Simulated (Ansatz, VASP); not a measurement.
**CuC18 in VASP and in Ansatz**

```
C Cu
1.0
     7.39800    0.00000    0.00000
    -3.69900    6.40686    0.00000
     0.00000    0.00000   12.00000
C Cu
18 1
Direct
  0.99845 0.00071 0.08409
  0.22218 0.11422 0.08168
  0.99995 0.33827 0.09154
  0.22252 0.44886 0.08416
  0.99923 0.66890 0.08129
  0.22085 0.78006 0.08155
  0.33223 0.00285 0.08108
  0.55367 0.11424 0.08173
  0.33276 0.33539 0.08170
  0.55420 0.44678 0.08107
  0.33130 0.66892 0.08126
  0.55511 0.78071 0.08123
  0.66390 0.00072 0.08412
  0.88646 0.11130 0.09149
  0.66425 0.33538 0.08175
  0.88797 0.44887 0.08419
  0.66558 0.66954 0.08153
  0.88720 0.78069 0.08122
  0.94326 0.22464 0.25833
```

Alike in both runs: functional PBE; k mesh 2 × 2 × 1; occupations gaussian, width 0.05 eV; collinear spin.

Ansatz relaxed the structure, and its values are those at the end. VASP's run is a single point on that final structure, the one shown.

```csv
,VASP,Ansatz
version,VASP 6.6.1,Ansatz 0.2.0
potentials or method,"VASP PAW PBE potentials, release 64 (C, Cu), cutoff 520 eV","scalar-relativistic, plane waves, PAW"
valence electrons in the cell,83,91
```

|  | VASP | Ansatz | Ansatz less VASP |
| --- | --- | --- | --- |
| rms of the force components (eV/Å) | 0.010 | 0.006 | -0.0041 |
| net moment per atom (μB) | 0.02 | 0.02 | 0.000 |
| size of the moment on the site where the two differ most (μB) | 0.14 | 0.06 | -0.085 |

Site moments also hang on the region over which each program counts them. VASP's potentials hold 83 valence electrons a cell and Ansatz's 91, so a difference there can come from the potentials and not from the codes. Ansatz's warnings: xc potential rough in thin density.

The k mesh is coarse, so the values compare programs but aren't converged.
